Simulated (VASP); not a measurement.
Write the native input for VASP 6.6.1 that does the following.

```
Task                   : electric field gradients
Functional             : LDA
Potentials or basis    : VASP PAW LDA potentials, release 64 (Au_sv_GW)
Cutoff                 : 400 eV
k mesh                 : 14 × 14 × 8
Occupations            : fermi-dirac, width 0.03 eV
Spin                   : no spin polarisation
Dipole correction      : no
Further INCAR settings : ALGO = Normal; EDIFF = 1e-08; NBANDS = 26
```

The structure of Au lies in POSCAR:

```
Au
1.0
    2.8999984104      0.0000000000      0.0000000000
   -1.4499992052      2.5114722944      0.0000000000
    0.0000000000      0.0000000000      4.8800000000
Au
2
Direct
    0.3333333333      0.6666666667      0.7500000000
    0.6666666667      0.3333333333      0.2500000000
```

This isn't the form of Au at room conditions, which is fcc.

One way to write it, as run:

INCAR

```
SYSTEM = Au
PREC = Accurate
ENCUT = 400
EDIFF = 1E-8
ISMEAR = -1
SIGMA = 0.03
LREAL = .False.
LASPH = .True.
NELM = 120
ALGO = Normal
ISIF = 2
LWAVE = .False.
LCHARG = .False.
LEFG = .True.
NBANDS = 26
GGA_COMPAT = .False.
```

KPOINTS

```
Automatic mesh
0
Gamma
  14 14 8
  0 0 0
```

Potentials or basis: VASP PAW LDA potentials, release 64 (Au_sv_GW).

Command:

```console
$ cat potpaw_LDA.64/Au_sv_GW/POTCAR > POTCAR
$ mpirun -np 1 vasp_std > vasp.out
```

Results of the run:

```yaml
Pressure: -14.1 GPa
Band_gap_on_the_k_mesh: zero (bands 19 and 20 overlap by 6.34 eV)
Largest_electric_field_gradient_by_atom: Au +15.3 V/Å²
```

Caveat: the cell stands under tension; without QUAD_EFG the Cq values of the log hold for a quadrupole moment of 1 mb, not for the nuclei; spin-orbit coupling is left out, which moves the levels of the heavy elements.

Run time: 49 s on 1 thread of Intel(R) Xeon(R) Platinum 8488C (Sapphire Rapids), on a shared host, peak memory 0.17 GiB.
